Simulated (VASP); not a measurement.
Runs of VASP 6.6.1 on Ru. The structure is that of space group Im-3m (No. 229), or close to it. The cells are those of the table. 

```tsv
task	cell	gap on the mesh (eV)	pressure (GPa)
single point	a = 2.543 Å, angles 109.5°, 1 atom	none	(a)
relaxation of cell and atoms	relaxed from a = 2.615 Å, angles 109.5°, 1 atom	none	0.0
relaxation of cell and atoms	relaxed to 44 GPa from a = 2.543 Å, angles 109.5°, 1 atom	none	44.0
single point	a = 2.646 Å, angles 109.5°, 1 atom	none	-0.1
single point	a = 2.542 Å, angles 109.5°, 1 atom	none	44.2
```

Alike in all rows: level PBE; potentials or basis VASP PAW PBE potentials, release 64 (Ru_pv); no spin polarisation; k mesh 19 × 19 × 19; cutoff (eV) 500; smearing fermi-dirac 0.1 eV.

**Question.** Estimate the missing entries.

**Answer.** (a) 44.1.

Caveats: the cell is relaxed towards a set pressure, so the enthalpy falls and the energy may rise (some runs).

A k mesh can miss the band edges, and the runs leave out spin-orbit coupling on Ru.

A gap of «none» marks levels without a gap at the run's occupations.
